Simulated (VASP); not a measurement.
# AlC (Pm-3m) in VASP: further runs, part 2 of 2

VASP 6.6.1. The steps go on from the part before.

## (6) Relaxation of cell and atoms, PBE

The input, INCAR:

```
SYSTEM = AlC
ALGO = Normal
EDIFF = 1E-6
EDIFFG = -0.01
ENCUT = 600
GGA = PE
IBRION = 2
ISIF = 3
ISMEAR = 0
LASPH = .True.
LCHARG = .False.
LREAL = .False.
LWAVE = .False.
NELM = 60
NSW = 100
PREC = Accurate
SIGMA = 0.1
```

The input, KPOINTS:

```
k-points
0
Gamma
  20 20 20
  0 0 0
```

The input, POSCAR:

```
AlC
1.0
    2.6914861761      0.0000000000      0.0000000000
    0.0000000000      2.6914861761      0.0000000000
    0.0000000000      0.0000000000      2.6914861761
Al C
1 1
Direct
    0.5000000000      0.5000000000      0.5000000000
    0.0000000000      0.0000000000      0.0000000000
```

Potentials or basis: VASP PAW PBE potentials, release 64 (Al, C).

Run with:

```sh
$ cat potpaw_PBE.64/Al/POTCAR potpaw_PBE.64/C/POTCAR > POTCAR
$ mpirun -np 1 vasp_std > vasp.out
```

OUTCAR:

```text
SYSTEM = AlC
   EDIFF = 1E-6
   EDIFFG = -0.01
   ENCUT = 600
   GGA = PE
   IBRION = 2
   ISIF = 3
   ISMEAR = 0
   LASPH = .True.
   LREAL = .False.
   NELM = 60
   NSW = 100
   PREC = Accurate

 ion  position               nearest neighbor table
   1  0.500  0.500  0.500-   2 2.33   2 2.33   2 2.33   2 2.33   2 2.33   2 2.33   2 2.33   2 2.33

   2  0.000  0.000  0.000-   1 2.33   1 2.33   1 2.33   1 2.33   1 2.33   1 2.33   1 2.33   1 2.33

  LATTYP: Found a simple cubic cell.
 ALAT       =     2.6914861761

  Lattice vectors:

 A1 = (   2.6914861761,   0.0000000000,   0.0000000000)
 A2 = (   0.0000000000,   2.6914861761,   0.0000000000)
 A3 = (   0.0000000000,   0.0000000000,   2.6914861761)

Analysis of symmetry for initial positions (statically):
=====================================================================
 Subroutine PRICEL returns:
 Original cell was already a primitive cell.

 Routine SETGRP: Setting up the symmetry group for a
 simple cubic supercell.

 Subroutine GETGRP returns: Found 48 space group operations
 (whereof 48 operations were pure point group operations)
 out of a pool of 48 trial point group operations.

The static configuration has the point symmetry O_h .

Analysis of symmetry for dynamics (positions and initial velocities):
=====================================================================
 Subroutine PRICEL returns:
 Original cell was already a primitive cell.

 Routine SETGRP: Setting up the symmetry group for a
 simple cubic supercell.

 Subroutine GETGRP returns: Found 48 space group operations
 (whereof 48 operations were pure point group operations)
 out of a pool of 48 trial point group operations.

The dynamic configuration has the point symmetry O_h .

 Subroutine INISYM returns: Found 48 space group operations
 (whereof 48 operations are pure point group operations),
 and found     1 'primitive' translations

[... 119 lines left out ...]
   GGA     = PE    functional components
   LHFCALC =     F    Hartree Fock is set to
   AEXX    =    0.0000 exact exchange contribution
   IVDW    =     0    specifies the selected vdW correction
   LEPSILON=     F    determine dielectric tensor
   LRPA    =     F    only Hartree local field effects (RPA)
 conjugate gradient relaxation of ions
 non-spin polarized calculation
 Gauss-broadening in eV      SIGMA  =   0.10
  energy-cutoff  :      600.00
  volume of cell :       19.50
 maximum number of plane-waves:       672
 NGX is ok and might be reduce to    24
   NGX = 11   NGY = 11   NGZ = 11

--------------------------------------- Ionic step        1  -------------------------------------------

 number of electron       7.0000000 magnetization

 Free energy of the ion-electron system (eV)
  ---------------------------------------------------
  ext. energy  EPLUGINS =         0.00000000
  ---------------------------------------------------
  free energy    TOTEN  =       -10.34189609 eV

  energy without entropy =      -10.33710780  energy(sigma->0) =      -10.33950195

------------------------ aborting loop because EDIFF is reached ----------------------------------------

  FORCE on cell =-STRESS in cart. coord.  units (eV):
  Direction    XX          YY          ZZ          XY          YZ          ZX
  --------------------------------------------------------------------------------------
  -------------------------------------------------------------------------------------
  Total        0.0947843      0.0947843      0.0947843     -0.0000000     -0.0000000      0.0000000
  in kB        7.7888008      7.7888008      7.7888008     -0.0000000     -0.0000000      0.0000000
  external PRESSURE =       7.7888008 kB  Pullay stress =       0.0000000 kB
[... 59 lines left out ...]
--------------------------------------- Ionic step        3  -------------------------------------------

 number of electron       7.0000000 magnetization

 Free energy of the ion-electron system (eV)
  ---------------------------------------------------
  ext. energy  EPLUGINS =         0.00000000
  ---------------------------------------------------
  free energy    TOTEN  =       -10.34212319 eV

  energy without entropy =      -10.33732523  energy(sigma->0) =      -10.33972421

 E-fermi :   9.8452     XC(G=0): -11.7169

 val. band max:        9.8415640393   @ k =   0.2500   0.0500   0.0000
 cond. band min:       9.8461967975   @ k =   0.2500   0.0500   0.0500
 fundamental gap:      0.0046327582
 Fermi energy:         9.8452336082

 k-point     1 :       0.0000    0.0000    0.0000
  band No.  band energies     occupation
      1      -5.8697      2.00000
      2       9.6081      1.99920
      3       9.6081      1.99920
      4       9.6081      1.99920
      5      13.5493      0.00000
      6      15.6744      0.00000
      7      15.6744      0.00000
[... 221 lines left out ...]
 k-point    24 :       0.2000    0.1000    0.0000
  band No.  band energies     occupation
      1      -4.9923      2.00000
      2       5.9237      2.00000
      3       8.7036      2.00000
      4      10.1128      0.00015
      5      15.0743      0.00000
      6      17.0208      0.00000
      7      18.6748      0.00000

 [... further k-points ...]
[... 5 lines left out ...]
  --------------------------------------------------------------------------------------
  -------------------------------------------------------------------------------------
  Total       -0.0004046     -0.0004046     -0.0004046     -0.0000000     -0.0000000      0.0000000
  in kB       -0.0330885     -0.0330885     -0.0330885     -0.0000000     -0.0000000      0.0000000
  external PRESSURE =      -0.0330885 kB  Pullay stress =       0.0000000 kB
[... 17 lines left out ...]
  FREE ENERGIE OF THE ION-ELECTRON SYSTEM (eV)
  ---------------------------------------------------
  free  energy   TOTEN  =       -10.3421231929 eV

  energy  without entropy=      -10.3373252282  energy(sigma->0) =      -10.33972421

 reached required accuracy - stopping structural energy minimisation
```

OSZICAR:

```text
N       E                     dE             d eps       ncg     rms          rms(c)
DAV:   1     0.559957025111E+01    0.55996E+01   -0.34701E+03  4011   0.934E+02
DAV:   2    -0.107320305869E+02   -0.16332E+02   -0.15672E+02  6027   0.917E+01
DAV:   3    -0.110737715573E+02   -0.34174E+00   -0.33809E+00  4683   0.166E+01
[... 16 lines left out ...]
       N       E                     dE             d eps       ncg     rms          rms(c)
DAV:   1    -0.103421464807E+02   -0.64235E-04   -0.10201E-03  4123   0.297E-01    0.325E-02
DAV:   2    -0.103421247769E+02    0.21704E-04   -0.89507E-05  4018   0.608E-02    0.117E-02
DAV:   3    -0.103421236793E+02    0.10976E-05   -0.17230E-06  2940   0.135E-02    0.521E-03
DAV:   4    -0.103421231929E+02    0.48641E-06   -0.33059E-07  2002   0.508E-03
   3 F= -.10342123E+02 E0= -.10339724E+02  d E =-.227102E-03
```

Run time: 35 s. Hardware: 1 thread of Intel Xeon 6975P-C, shared host; peak memory 0.18 GiB.

What came out:

```yaml
Free_energy: -10.3421 eV
Relaxed_volume: 9.80 Å³/atom
Relaxed_cell: a = 2.696 Å, b = 2.696 Å, c = 2.696 Å, α = 90.00°, β = 90.00°, γ = 90.00°
Space_group_after_relaxing_to_0.05_Å: Pm-3m (No. 221)
Energy_gained_by_relaxing: 0.1 meV/atom
Ionic_steps: 3
Pressure_after_relaxing: 0.0 GPa
```

Step by step:
```
step  energy change (eV)  largest force (eV/Å)  pressure (GPa)  volume (Å³)
   1              0.0000                0.0000            0.78        19.50
   2             -0.0002                0.0000           -0.33        19.63
   3             -0.0002                0.0000            0.00        19.59
```

Final structure:
```
Al C
1.0
     2.69581    0.00000    0.00000
     0.00000    2.69581    0.00000
     0.00000    0.00000    2.69581
Al C
1 1
Direct
  0.50000 0.50000 0.50000
  0.00000 0.00000 0.00000
```

## (7) Summary

| task | cell | k mesh | cutoff (eV) | gap on the mesh (eV) | pressure (GPa) | relaxed volume (Å³/atom) |
| --- | --- | --- | --- | --- | --- | --- |
| single point | a = 2.691 Å, 2 atoms | 6 × 6 × 6 | 520 | none | 0.0 | - |
| single point | a = 2.907 Å, 2 atoms | 6 × 6 × 6 | 520 | none | -23.1 | - |
| relaxation of cell and atoms | relaxed from a = 2.907 Å, 2 atoms | 6 × 6 × 6 | 600 | none | 0.1 | 9.73 |
| single point | a = 2.696 Å, 2 atoms | 20 × 20 × 20 | 520 | none | 0.0 | - |
| relaxation of cell and atoms | relaxed from a = 2.691 Å, 2 atoms | 20 × 20 × 20 | 600 | none | 0.0 | 9.80 |

Alike in all rows: level PBE; potentials or basis VASP PAW PBE potentials, release 64 (Al, C); no spin polarisation; smearing gaussian 0.1 eV.

Caveats: some runs use coarse meshes; the volume moved by over 15 % at a fixed basis, so the end points are rough (some runs).

Absolute energies hang on the potentials; compare differences alone.
